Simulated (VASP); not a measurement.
Input of a VASP 6.6.1 run:

The input INCAR:

```
ALGO = Normal
EDIFF = 1E-6
ENCUT = 600
GGA = PS
GGA_COMPAT = F
ISIF = 2
ISMEAR = 0
LASPH = T
LCHARG = F
LREAL = F
LWAVE = F
NBANDS = 34
NELM = 120
PREC = Accurate
SIGMA = 0.02
```

File KPOINTS:

```
k-points
0
Gamma
  6 6 4
```

File POSCAR:

```
SiO2
1.0
    5.0802227336      0.0000000000      0.0000000000
   -2.5401113668      4.3996019442      0.0000000000
    0.0000000000      0.0000000000      5.5583697494
Si O
3 6
Direct
    0.0000000000      0.5000000000      0.3333333333
    0.5000000000      0.5000000000      0.6666666667
    0.5000000000      0.0000000000      0.0000000000
    0.5845091975      0.7922545988      0.8333333333
    0.7922545988      0.5845091975      0.5000000000
    0.7922545988      0.2077454012      0.1666666667
    0.4154908025      0.2077454012      0.8333333333
    0.2077454012      0.4154908025      0.5000000000
    0.2077454012      0.7922545988      0.1666666667
```

Potentials or basis: VASP PAW PBE potentials, release 64 (Si, O).

The run is started by

```bash
$ cat potpaw_PBE.64/Si/POTCAR potpaw_PBE.64/O/POTCAR > POTCAR
$ mpirun -np 1 vasp_std > vasp.out
```

Task: What does it give for the pressure?

Result: 0.3 GPa.

Task: Estimate the band gap on the k mesh.

Result: 5.55 eV (least direct gap 5.74 eV).

Caveat: the PAW data sets were made with another functional, which shifts forces and pressure a little. A k mesh can miss the band edges.
